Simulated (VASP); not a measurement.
A run of VASP 6.6.1:

The input INCAR:

```
PREC = Accurate ; ENCUT = 520
EDIFF = 1E-6 ; ISMEAR = 0
SIGMA = 0.1 ; LREAL = False
LASPH = True ; NELM = 100
ALGO = Normal ; ISIF = 2
LWAVE = False ; LCHARG = False
GGA = PE ; IVDW = 12
NBANDS = 19
```

File KPOINTS:

```
regular mesh
0
Gamma
  18 18 10
```

Contents of POSCAR:

```
TiTe2
1.0
    3.7255424239      0.0000000000      0.0000000000
   -1.8627712119      3.2264143820      0.0000000000
    0.0000000000      0.0000000000      6.4760532267
Ti Te
1 2
Direct
    0.0000000000      0.0000000000      0.0000000000
    0.6666666667      0.3333333333      0.2669811573
    0.3333333333      0.6666666667      0.7330188427
```

Potentials or basis: VASP PAW PBE potentials, release 64 (Ti_sv, Te).

Command:

```console
$ cat potpaw_PBE.64/Ti_sv/POTCAR potpaw_PBE.64/Te/POTCAR > POTCAR
$ mpirun -np 1 vasp_std > vasp.out
```

Hardware: 1 thread of Intel(R) Xeon(R) 6975P-C (Granite Rapids), on a shared host.

Question: Estimate the wall time of this run.

Answer: Run time: 4.2 min on 1 thread of Intel(R) Xeon(R) 6975P-C (Granite Rapids) (shared host), peak memory 0.56 GiB. Counts: scf iterations 16, k points 330.
